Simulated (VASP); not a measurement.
# BaHfO3 (Pm-3m) in VASP: a series of runs, part 2 of 2

VASP 6.6.1. The steps go on from the part before.

## Step 5: Single point, PBE, non-collinear spin, zero start, spin-orbit coupling

INCAR

```
PREC = Accurate ; ENCUT = 520
EDIFF = 1E-7 ; ISMEAR = 0
SIGMA = 0.01 ; LREAL = False
LASPH = True ; NELM = 150
ALGO = Normal ; ISIF = 2
LWAVE = False ; LCHARG = False
MAGMOM = 0 0 0 0 0 0 0 0 0 0 0 0 0 0 0 ; LORBIT = 11
LSORBIT = True ; GGA_COMPAT = False
LORBMOM = True ; LMAXMIX = 4
GGA = PE ; NBANDS = 53
```

KPOINTS

```
Automatic mesh
0
Gamma
  6 6 6
```

POSCAR

```
BaHfO3
1.0
    4.1770472613      0.0000000000      0.0000000000
    0.0000000000      4.1770472613      0.0000000000
    0.0000000000      0.0000000000      4.1770577258
Ba Hf O
1 1 3
Direct
    0.5000000000      0.5000000000      0.5719993980
    0.0000000000      0.0000000000      0.0719993980
    0.0000000000      0.5000000000      0.0719993980
    0.5000000000      0.0000000000      0.0719993980
    0.0000000000      0.0000000000      0.5719993980
```

Potentials or basis: VASP PAW PBE potentials, release 64 (Ba_sv, Hf_pv, O).

On the command line:

```sh
$ cat potpaw_PBE.64/Ba_sv/POTCAR potpaw_PBE.64/Hf_pv/POTCAR potpaw_PBE.64/O/POTCAR > POTCAR
$ mpirun -np 1 vasp_ncl > vasp.out
```

OUTCAR:

```text
PREC = Accurate
   ENCUT = 520
   EDIFF = 1E-7
   ISMEAR = 0
   LREAL = False
   LASPH = True
   NELM = 150
   ISIF = 2
   LORBIT = 11
   LSORBIT = True
   GGA = PE

 ion  position               nearest neighbor table
   1  0.500  0.500  0.572-   5 2.95   5 2.95   5 2.95   5 2.95   4 2.95   4 2.95   4 2.95   4 2.95
                             3 2.95   3 2.95   3 2.95   3 2.95   2 3.62   2 3.62   2 3.62   2 3.62
   2  0.000  0.000  0.072-   3 2.09   4 2.09   3 2.09   4 2.09   5 2.09   5 2.09   1 3.62   1 3.62
                             1 3.62   1 3.62   1 3.62   1 3.62   1 3.62   1 3.62
   3  0.000  0.500  0.072-   2 2.09   2 2.09   1 2.95   1 2.95   1 2.95   1 2.95
   4  0.500  0.000  0.072-   2 2.09   2 2.09   1 2.95   1 2.95   1 2.95   1 2.95
   5  0.000  0.000  0.572-   2 2.09   2 2.09   1 2.95   1 2.95   1 2.95   1 2.95

  LATTYP: Found a simple cubic cell.
 ALAT       =     4.1770472613

  Lattice vectors:

 A1 = (   4.1770472613,   0.0000000000,   0.0000000000)
 A2 = (   0.0000000000,   4.1770472613,   0.0000000000)
 A3 = (   0.0000000000,   0.0000000000,   4.1770577258)

Analysis of symmetry for initial positions (statically):
=====================================================================
 Subroutine PRICEL returns:
 Original cell was already a primitive cell.

 Routine SETGRP: Setting up the symmetry group for a
 simple cubic supercell.

 Subroutine GETGRP returns: Found 48 space group operations
 (whereof  8 operations were pure point group operations)
 out of a pool of 48 trial point group operations.

The static configuration has the point symmetry C_4v.
 The point group associated with its full space group is O_h .

Analysis of symmetry for dynamics (positions and initial velocities):
=====================================================================
 Subroutine PRICEL returns:
 Original cell was already a primitive cell.

 Routine SETGRP: Setting up the symmetry group for a
 simple cubic supercell.

 Subroutine GETGRP returns: Found 48 space group operations
 (whereof  8 operations were pure point group operations)
[... 1295 lines left out ...]
 ----------------------------------------
            0.000   0.000   0.000

 orbital moment (z)

 # of ion     p       d       tot
 ----------------------------------------
  1         0.000   0.000   0.000
  2         0.000   0.000   0.000
  3         0.000   0.000   0.000
  4        -0.000   0.000  -0.000
  5         0.000   0.000   0.000
 ----------------------------------------
            0.000   0.000   0.000

 Spin-Orbit-Coupling matrix elements

 Ion:    1  E_soc:     -0.3845420
 l=   1
     0.0000000    -0.0639447    -0.0639447
    -0.0639447     0.0000000    -0.0639447
    -0.0639447    -0.0639447     0.0000000
 l=   2
     0.0000000    -0.0000299     0.0000000    -0.0000299    -0.0001158
    -0.0000299     0.0000000    -0.0000868    -0.0000299    -0.0000289
     0.0000000    -0.0000868     0.0000000    -0.0000868     0.0000000
    -0.0000299    -0.0000299    -0.0000868     0.0000000    -0.0000289
    -0.0001158    -0.0000289     0.0000000    -0.0000289     0.0000000
 l=   3
     0.0000000     0.0000000     0.0000000     0.0000000     0.0000000     0.0000000     0.0000000
     0.0000000     0.0000000     0.0000000     0.0000000     0.0000000     0.0000000     0.0000000
     0.0000000     0.0000000     0.0000000     0.0000000     0.0000000     0.0000000     0.0000000
     0.0000000     0.0000000     0.0000000     0.0000000     0.0000000     0.0000000     0.0000000
[... 69 lines left out ...]
 l=   2
     0.0000000     0.0000000     0.0000000     0.0000000     0.0000000
     0.0000000     0.0000000     0.0000000     0.0000000     0.0000000
     0.0000000     0.0000000     0.0000000     0.0000000     0.0000000
     0.0000000     0.0000000     0.0000000     0.0000000     0.0000000
     0.0000000     0.0000000     0.0000000     0.0000000     0.0000000
 l=   3
     0.0000000     0.0000000     0.0000000     0.0000000     0.0000000     0.0000000     0.0000000
     0.0000000     0.0000000     0.0000000     0.0000000     0.0000000     0.0000000     0.0000000
     0.0000000     0.0000000     0.0000000     0.0000000     0.0000000     0.0000000     0.0000000
     0.0000000     0.0000000     0.0000000     0.0000000     0.0000000     0.0000000     0.0000000
     0.0000000     0.0000000     0.0000000     0.0000000     0.0000000     0.0000000     0.0000000
     0.0000000     0.0000000     0.0000000     0.0000000     0.0000000     0.0000000     0.0000000
     0.0000000     0.0000000     0.0000000     0.0000000     0.0000000     0.0000000     0.0000000

 total charge

# of ion       s       p       d       tot
------------------------------------------
    1        2.002   5.635   0.276   7.912
    2        0.335   6.760   1.509   8.605
    3        1.558   3.496   0.000   5.054
    4        1.558   3.496   0.000   5.054
    5        1.558   3.496   0.000   5.054
--------------------------------------------------
tot          7.012  22.883   1.785  31.680

 magnetization (x)

# of ion       s       p       d       tot
------------------------------------------
    1        0.000  -0.000   0.000   0.000
    2        0.000  -0.000  -0.000  -0.000
    3        0.000  -0.000   0.000  -0.000
    4        0.000  -0.000   0.000  -0.000
    5       -0.000  -0.000   0.000  -0.000
--------------------------------------------------
tot          0.000  -0.000   0.000  -0.000

 magnetization (y)

# of ion       s       p       d       tot
------------------------------------------
    1        0.000   0.000  -0.000   0.000
    2       -0.000   0.000  -0.000  -0.000
    3        0.000   0.000   0.000   0.000
    4       -0.000   0.000   0.000   0.000
    5        0.000   0.000   0.000   0.000
--------------------------------------------------
tot          0.000   0.000  -0.000   0.000

 magnetization (z)

# of ion       s       p       d       tot
------------------------------------------
    1        0.000   0.000  -0.000  -0.000
    2       -0.000  -0.000  -0.000  -0.000
    3       -0.000   0.000   0.000   0.000
    4       -0.000  -0.000   0.000  -0.000
    5       -0.000   0.000   0.000   0.000
--------------------------------------------------
tot         -0.000  -0.000  -0.000  -0.000
```

stdout:

```text
POSCAR found type information on POSCAR BaHfO
 POSCAR found :  3 types and       5 ions
 scaLAPACK will be used
 LDA part: xc-table for (Slater+PW92), standard interpolation
 POSCAR, INCAR and KPOINTS ok, starting setup
 FFT: planning ... GRIDC
 FFT: planning ... GRID_SOFT
 FFT: planning ... GRID
 WAVECAR not read
 entering main loop
```

Run time: 3.9 min. Hardware: 1 thread of Intel Xeon 8259CL, shared host; peak memory 0.38 GiB.

Results:

```
Free energy                                           : -44.3609 eV
Pressure                                              : 2.9 GPa
Net moment                                            : 0.00 μB per cell
Valence electrons inside the program's atomic spheres : Ba 7.91; Hf 8.61; O 5.05
```

Moments on the atoms (μB; x, y, z):
```
Ba  0.00 0.00 0.00
Hf  0.00 0.00 0.00
O   0.00 0.00 0.00
O   0.00 0.00 0.00
O   0.00 0.00 0.00
```

## Step 6: Summary

| task | level | spin | cell | cutoff (eV) | smearing | gap on the mesh (eV) | pressure (GPa) |
| --- | --- | --- | --- | --- | --- | --- | --- |
| single point | r2SCAN | off | a = 4.177 Å, 5 atoms | 520 | fermi-dirac 0.02 eV | 4.11 | -0.7 |
| single point | r2SCAN | off | a = 4.177 Å, 5 atoms | 520 | gaussian 0.01 eV | 4.11 | -0.7 |
| relaxation of cell and atoms | PBEsol | off | relaxed from a = 4.206 Å, 5 atoms | 600 | fermi-dirac 0.02 eV | 3.50 | 0.0 |
| single point | PBE | non-collinear, zero start, SOC | a = 4.177 Å, 5 atoms | 520 | gaussian 0.01 eV | - | 2.9 |

Alike in all rows: potentials or basis VASP PAW PBE potentials, release 64 (Ba_sv, Hf_pv, O); k mesh 6 × 6 × 6.

The pressure there spans -0.7 GPa (r2SCAN) to 2.9 GPa (PBE); a positive pressure means that this level wants a larger cell, a negative one a smaller.

Caveats: the PAW data sets were made with another functional, which shifts forces and pressure a little (at least some runs); spin-orbit coupling is left out, which moves the levels of the heavy elements (at least some runs).

Absolute energies hang on the potentials; compare differences alone.
